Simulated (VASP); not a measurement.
A run of VASP 6.6.1:

Contents of INCAR:

```
PREC     = Accurate       # precision mode
ENCUT    = 520            # plane-wave cutoff, eV
EDIFF    = 1E-7           # SCF threshold, eV
ISMEAR   = -1             # smearing method
SIGMA    = 0.02           # smearing width, eV
LREAL    = F              # projectors in reciprocal space
LASPH    = T              # aspherical terms in the spheres
NELM     = 100            # most SCF steps
ALGO     = Normal         # electronic algorithm
ISIF     = 2              # what is computed and relaxed
LWAVE    = F              # write WAVECAR
LCHARG   = F              # write CHGCAR
GGA      = PE             # functional
NBANDS   = 16             # bands
```

KPOINTS

```
regular mesh
0
Gamma
  12 12 6
```

Contents of POSCAR:

```
AlN
1.0
    3.1066945332      0.0000000000      0.0000000000
   -1.5533472666      2.6904763876      0.0000000000
    0.0000000000      0.0000000000      4.9785887007
Al N
2 2
Direct
    0.3333333333      0.6666666667     -0.0007956004
    0.6666666667      0.3333333333      0.4992043996
    0.3333333333      0.6666666667      0.3807956004
    0.6666666667      0.3333333333      0.8807956004
```

Potentials or basis: VASP PAW PBE potentials, release 64 (Al, N).

Launch:

```console
$ cat potpaw_PBE.64/Al/POTCAR potpaw_PBE.64/N/POTCAR > POTCAR
$ mpirun -np 1 vasp_std > vasp.out
```

Hardware: 1 thread of Intel Xeon 8259CL, with other jobs on the host.

Question: How long does it take, and how much memory?

Answer: Wall time 59 s on 1 thread of Intel Xeon 8259CL, on a shared host, peak memory 0.18 GiB. Counts: scf iterations 14, k points 76.
